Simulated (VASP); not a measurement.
A run of VASP 6.6.1:

INCAR

```
PREC = Accurate ; ENCUT = 520
EDIFF = 1E-6 ; ISMEAR = -1
SIGMA = 0.08 ; LREAL = F
LASPH = T ; NELM = 100
ALGO = Normal ; ISIF = 2
LWAVE = F ; LCHARG = F
GGA = CA ; NBANDS = 12
```

File KPOINTS:

```
Automatic mesh
0
Gamma
  19 19 19
```

Contents of POSCAR:

```
Ti
1.0
   -1.2734738800      1.2734738800      1.2734738800
    1.2734738800     -1.2734738800      1.2734738800
    1.2734738800      1.2734738800     -1.2734738800
Ti
1
Direct
    0.0000000000      0.0000000000      0.0000000000
```

Potentials or basis: VASP PAW LDA potentials, release 64 (Ti_sv).

Command:

```bash
$ cat potpaw_LDA.64/Ti_sv/POTCAR > POTCAR
$ mpirun -np 1 vasp_std > vasp.out
```

Hardware: 1 thread of Intel(R) Xeon(R) Platinum 8259CL CPU @ 2.50GHz (Skylake/Cascade Lake), with other jobs on the host.

**Question.** How long does it take, and how much memory?

**Answer.** Wall time 8.4 s on 1 thread of Intel(R) Xeon(R) Platinum 8259CL CPU @ 2.50GHz (Skylake/Cascade Lake), on a shared host, peak memory 0.12 GiB. Counts: scf iterations 12, k points 220.
